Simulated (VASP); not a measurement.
Runs of VASP 6.6.1 on InP. The structure is that of space group F-43m (No. 216), or close to it. The cells are those of the table. 

```tsv
level	potentials or basis	spin	cell	k mesh	grid for exact exchange (PRECFOCK)	share of exact exchange	gap on the mesh (eV)	pressure (GPa)	moment (μB)
r2SCAN50	VASP PAW PBE potentials, release 64 (In_d, P)	off	a = 4.172 Å, angles 60.0°, 2 atoms	4 × 4 × 4	Normal	0.5	3.77	-2.3	-
LDA	VASP PAW LDA potentials, release 64 (In_d, P)	non-collinear, zero start, SOC	a = 4.199 Å, angles 60.0°, 2 atoms	8 × 8 × 8	-	-	-	-3.6	0.00
r2SCAN0	VASP PAW PBE potentials, release 64 (In_d, P)	off	a = 4.226 Å, angles 60.0°, 2 atoms	4 × 4 × 4	Normal	0.25	(b)	(a)	-
r2SCAN50	VASP PAW PBE potentials, release 64 (In_d, P)	off	a = 4.060 Å, angles 60.0°, 2 atoms	4 × 4 × 4	Normal	0.5	4.33	4.7	-
r2SCAN50	VASP PAW PBE potentials, release 64 (In_d, P)	off	a = 4.144 Å, angles 60.0°, 2 atoms	4 × 4 × 4	Normal	0.5	3.91	-0.9	-
PBEsol-based global hybrid with 25 % exact exchange	VASP PAW PBE potentials, release 64 (In_d, P)	off	a = 4.199 Å, angles 60.0°, 2 atoms	4 × 4 × 4	Normal	0.25	1.90	-3.4	-
r2SCAN0	VASP PAW PBE potentials, release 64 (In_d, P)	off	a = 4.144 Å, angles 60.0°, 2 atoms	5 × 5 × 5	Normal	0.25	2.44	0.2	-
LDA	VASP PAW LDA potentials, release 64 (In_d, P)	non-collinear, zero start, SOC	a = 4.226 Å, angles 60.0°, 2 atoms	8 × 8 × 8	-	-	-	-4.5	0.00
```

Alike in all rows: task single point; cutoff (eV) 520; smearing fermi-dirac 0.05 eV.

Fill in the values left out.

(a) -3.7; (b) 2.12.

Caveats: some runs use coarse meshes; the PAW data sets were made with another functional, which shifts forces and pressure a little (at least some runs); spin-orbit coupling is left out, which moves the levels of the heavy elements (at least some runs); the cell stands under tension (at least some runs).

A k mesh can miss the band edges, and rows without SOC leave out spin-orbit coupling on In.
